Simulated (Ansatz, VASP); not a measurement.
**Mo in VASP and in Ansatz**

INCAR

```
PREC = Accurate ; ENCUT = 520
EDIFF = 1E-8 ; ISMEAR = -1
SIGMA = 0.05 ; LREAL = False
LASPH = True ; NELM = 60
ALGO = Normal ; ISIF = 2
LWAVE = False ; LCHARG = False
GGA = PE ; LEFG = True
NBANDS = 13
```

The input KPOINTS:

```
Automatic mesh
0
Gamma
  16 16 16
```

The input POSCAR:

```
Mo
1.0
   -1.5710000000      1.5710000000      1.5710000000
    1.5710000000     -1.5710000000      1.5710000000
    1.5710000000      1.5710000000     -1.5710000000
Mo
1
Direct
    0.0000000000      0.0000000000      0.0000000000
```

Input for Ansatz:

```yaml
crystal:
  lattice:
    - [-1.571, 1.571, 1.571]
    - [1.571, -1.571, 1.571]
    - [1.571, 1.571, -1.571]
  atoms:
    - { symbol: Mo, position: [0.0, 0.0, 0.0] }
kpoints:
  mp_grid: { grid: [16, 16, 16] }
  band_path:
    path:
      - [0.0, 0.0, 0.0]
      - [0.5, -0.5, 0.5]
      - [0.0, 0.0, 0.5]
      - [0.0, 0.0, 0.0]
      - [0.25, 0.25, 0.25]
      - [0.5, -0.5, 0.5]
      - [0.25, 0.25, 0.25]
      - [0.0, 0.0, 0.5]
    npoints: 14
scf:
  occupations: { method: fermi_dirac, width: 0.05 }
hamiltonian:
  xc: pbe
  pseudopotentials: { kind: paw }
output:
  forces: true
  stress: true
  eigenvalues: true
  efg: { contact_densities: true }
  populations: true
  bader: true
  dos: { projected: true, de: 0.2, e_range: [-14, 8] }
  write_density: true
  write_potential: true
  elf: true
  volumetric_format: npy
```

Alike in both runs: task electric field gradients; functional PBE; k mesh 16 × 16 × 16; occupations fermi-dirac, width 0.05 eV; no spin polarisation.

|  | VASP | Ansatz |
| --- | --- | --- |
| version | VASP 6.6.1 | Ansatz 0.2.0 |
| potentials or method | VASP PAW PBE potentials, release 64 (Mo_sv) | PAW with Ansatz's default frozen-core files, scalar-relativistic |
| plane-wave cutoff (eV) | 520 | 420 |
| valence electrons in the cell | 14 | 14 |

```tsv
	VASP	Ansatz	Ansatz less VASP
pressure (GPa)	5.2	4.7	-0.55
```
